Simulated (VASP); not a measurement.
A run of VASP 6.6.1 is set up as follows.

INCAR

```
  PREC = Accurate
  ENCUT = 520
  EDIFF = 1E-7
  ISMEAR = 0
  SIGMA = 0.1
  LREAL = False
  LASPH = True
  NELM = 60
  ALGO = Normal
  ISIF = 2
  LWAVE = False
  LCHARG = True
  GGA = PE
  LELF = True
  LVHAR = True
  NBANDS = 32
```

The input KPOINTS:

```
regular mesh
0
Gamma
  6 6 2
```

POSCAR

```
Sc3Ge
1.0
    2.9942792400      0.0000000000      0.0000000000
    0.0000000000      2.9942792400      0.0000000000
    0.0000000000      0.0000000000      8.0971724400
Sc Ge
3 1
Direct
    0.0000000000      0.0000000000      0.5000000000
    0.5000000000      0.5000000000      0.2261155100
    0.5000000000      0.5000000000      0.7738844900
    0.0000000000      0.0000000000      0.0000000000
```

Potentials or basis: VASP PAW PBE potentials, release 64 (Sc_sv, Ge_d).

The run is started by

```sh
$ cat potpaw_PBE.64/Sc_sv/POTCAR potpaw_PBE.64/Ge_d/POTCAR > POTCAR
$ mpirun -np 1 vasp_std > vasp.out
```

Q: Predict the pressure.

A: 16.1 GPa.

Q: What does it give for the band gap on the k mesh?

A: Zero (an odd number of electrons rules out a gap without spin polarisation).

Q: Estimate the largest force.

A: 0.499 eV/Å.

Stress tensor (GPa, compression positive):
```
16.79  0.00  0.00
 0.00 16.79  0.00
 0.00  0.00 14.69
```

Caveat: the k points lie up to 0.39 Å⁻¹ apart, too coarse for converged energies and pressures of a metal.
